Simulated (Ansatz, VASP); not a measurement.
## Al4CoNi3 in VASP and in Ansatz

```xyz
8
Lattice="2.8775 0.0000 0.0000 0.0000 2.8775 0.0000 0.0000 0.0000 11.5904" Properties=species:S:1:pos:R:3 pbc="T T T"
Al    0.0000    0.0000    7.2093
Al    0.0000    0.0000   10.1340
Al    0.0000    0.0000    1.4564
Al    0.0000    0.0000    4.3811
Ni    1.4387    1.4387    8.6659
Ni    1.4387    1.4387    0.0000
Ni    1.4387    1.4387    2.9246
Co    1.4387    1.4387    5.7952
```

Alike in both runs: functional PBE; k mesh 14 × 14 × 4; occupations gaussian, width 0.1 eV; collinear spin.

Ansatz relaxed the structure, and its values are those at the end. VASP's run is a single point on that final structure, the one shown.

|  | VASP | Ansatz |
| --- | --- | --- |
| version | VASP 6.6.1 | Ansatz 0.2.0 |
| potentials or method | VASP PAW PBE potentials, release 64 (Al, Ni, Co), cutoff 520 eV | scalar-relativistic, plane waves, PAW |
| valence electrons in the cell | 51 | 83 |

```tsv
	VASP	Ansatz	Ansatz less VASP
gap on the k mesh at the Fermi level (eV)	none	none	-
pressure (GPa)	-0.1	0.0	+0.13
rms of the force components (eV/Å)	0.026	0.001	-0.0251
net moment per atom (μB)	0.00	0.04	+0.040
size of the moment on the site where the two differ most (μB)	0.00	0.34	+0.336
```

Site moments also hang on the region over which each program counts them. A gap of «none» marks a metal or a gap that the smearing closes. With one functional, cell and mesh, what is left measures potentials, basis and numerics. VASP's potentials hold 51 valence electrons a cell and Ansatz's 83, so a difference there can come from the potentials and not from the codes.
